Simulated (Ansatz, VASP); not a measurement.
**Se in VASP and in Ansatz**

The input INCAR:

```
SYSTEM = Se
PREC = Accurate ; ENCUT = 520
EDIFF = 1E-6 ; ISMEAR = -1
SIGMA = 0.1 ; LREAL = .FALSE.
LASPH = .TRUE. ; NELM = 100
ALGO = Normal ; ISIF = 2
LWAVE = .FALSE. ; LCHARG = .TRUE.
GGA = PS ; LELF = .TRUE.
LVHAR = .TRUE. ; NBANDS = 13
```

Contents of KPOINTS:

```
regular mesh
0
G
  5 5 5
  0 0 0
```

POSCAR

```
Se
1.0
    0.0000000000      3.0398915398      3.0398915398
    3.0398915398      0.0000000000      3.0398915398
    3.0398915398      3.0398915398      0.0000000000
Se
2
Direct
    0.5000000000      0.5000000000      0.5000000000
    0.7500000000      0.7500000000      0.7500000000
```

Input for Ansatz:

```yaml
crystal:
  lattice:
    - [0.0, 3.039891539798391, 3.039891539798391]
    - [3.039891539798391, 0.0, 3.039891539798391]
    - [3.039891539798391, 3.039891539798391, 0.0]
  atoms:
    - { symbol: Se, position: [0.5, 0.5, 0.5] }
    - { symbol: Se, position: [0.75, 0.75, 0.75] }
basis:
  ecutwfc: 630.0
  ecutrho_ratio: 4
kpoints:
  mp_grid:
    grid: [5, 5, 5]
hamiltonian:
  xc: pbesol
scf:
  mixing:
    algorithm: msr1
  occupations:
    method: fermi_dirac
    width: 0.1
  eigensolver:
    kind: davidson
    mixed_precision: false
output:
  stress: true
```

Alike in both runs: task single point; functional PBEsol; k mesh 5 × 5 × 5; occupations fermi-dirac, width 0.1 eV; no spin polarisation.

|  | VASP | Ansatz |
| --- | --- | --- |
| version | VASP 6.6.1 | Ansatz 0.2.0 |
| potentials or method | VASP PAW PBE potentials, release 64 (Se), cutoff 520 eV | plane waves, PAW |
| valence electrons in the cell | 12 | 32 |

|  | VASP | Ansatz | Ansatz less VASP |
| --- | --- | --- | --- |
| pressure (GPa) | 3.6 | 3.5 | -0.11 |

VASP's potentials were made for PBE, not for PBEsol. The functional is the same, so the differences come from potentials, cutoffs and numerics. VASP's potentials hold 12 valence electrons a cell and Ansatz's 32, so a difference there can come from the potentials and not from the codes.
